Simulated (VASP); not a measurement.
Crystal: Mo.

```
Mo
1.0
    -1.57342    1.57342    1.57342
     1.57342   -1.57342    1.57342
     1.57342    1.57342   -1.57342
Mo
1
Direct
  0.00000 0.00000 0.00000
```

| Quantity | Value |
| --- | --- |
| Program | VASP 6.6.1 |
| Task | relaxation of cell and atoms |
| Functional | PBEsol |
| Potentials or basis | VASP PAW PBE potentials, release 64 (Mo_sv) |
| Cutoff | 600 eV |
| k mesh | 15 × 15 × 15 |
| Occupations | methfessel-paxton, width 0.1 eV |
| Spin | no spin polarisation |

At the start: pressure -3.7 GPa; volume 15.58 Å³/atom.

Problem. How do energy, volume and symmetry change on relaxing?

Solution. Over 3 steps the energy falls by 2.5 meV/atom and the volume is 15.37 Å³/atom (-1.3 %); space group Im-3m (No. 229, to 0.05 Å).

Step by step:
| step | energy change (eV) | largest force (eV/Å) | pressure (GPa) | volume (Å³) |
| --- | --- | --- | --- | --- |
| 1 | 0.0000 | 0.0000 | -3.74 | 15.58 |
| 2 | 0.0192 | 0.0000 | 12.06 | 14.78 |
| 3 | -0.0025 | 0.0000 | -0.03 | 15.37 |

Final structure:
```cif
data_structure
_symmetry_space_group_name_H-M 'P 1'
_symmetry_Int_Tables_number 1
_cell_length_a 2.7131
_cell_length_b 2.7131
_cell_length_c 2.7131
_cell_angle_alpha 109.471
_cell_angle_beta 109.471
_cell_angle_gamma 109.471
_cell_volume 15.37
loop_
_atom_site_label
_atom_site_type_symbol
_atom_site_fract_x
_atom_site_fract_y
_atom_site_fract_z
_atom_site_occupancy
Mo1 Mo 0.00000 0.00000 0.00000 1
```

Caveat: the PAW data sets were made with another functional, which shifts forces and pressure a little.
